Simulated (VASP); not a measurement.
A run of VASP 6.6.1 is set up as follows.

POSCAR

```
AgCl
1.0
    0.0000000000      2.7731725637      2.7731725637
    2.7731725637      0.0000000000      2.7731725637
    2.7731725637      2.7731725637      0.0000000000
Ag Cl
1 1
Direct
    0.0000000000      0.0000000000      0.0000000000
    0.5000000000      0.5000000000      0.5000000000
```

File INCAR.step1:

```
SYSTEM = AgCl
ALGO = Normal ; EDIFF = 1E-5
ENCUT = 520 ; GGA = PE
ISIF = 2 ; ISMEAR = 0
LASPH = .TRUE. ; LCHARG = .FALSE.
LREAL = .FALSE. ; LWAVE = .TRUE.
NBANDS = 16 ; NELM = 100
PREC = Accurate ; SIGMA = 0.01
```

INCAR.step2

```
SYSTEM = AgCl
ALGO = Normal ; EDIFF = 1E-7
ENCUT = 520 ; GGA = PE
HFSCREEN = 0.2079 ; ISIF = 2
ISMEAR = 0 ; ISTART = 1
LASPH = .TRUE. ; LCHARG = .FALSE.
LHFCALC = .TRUE. ; LREAL = .FALSE.
LWAVE = .FALSE. ; NBANDS = 16
NELM = 100 ; PREC = Accurate
PRECFOCK = Normal ; SIGMA = 0.01
```

File KPOINTS:

```
k-points
0
G
  4 4 4
  0 0 0
```

Potentials or basis: VASP PAW PBE potentials, release 64 (Ag, Cl).

Run with:

```bash
$ cat potpaw_PBE.64/Ag/POTCAR potpaw_PBE.64/Cl/POTCAR > POTCAR
$ cp INCAR.step1 INCAR
$ mpirun -np 1 vasp_std > vasp.out
$ cp INCAR.step2 INCAR
$ mpirun -np 1 vasp_std > vasp.out
```

Predict the pressure.

1.4 GPa.

Estimate the band gap on the k mesh.

2.40 eV, indirect (least direct gap 4.63 eV).

Caveat: the k points lie up to 0.49 Å⁻¹ apart; the PAW data sets were made with another functional, which shifts forces and pressure a little. A k mesh can miss the band edges.
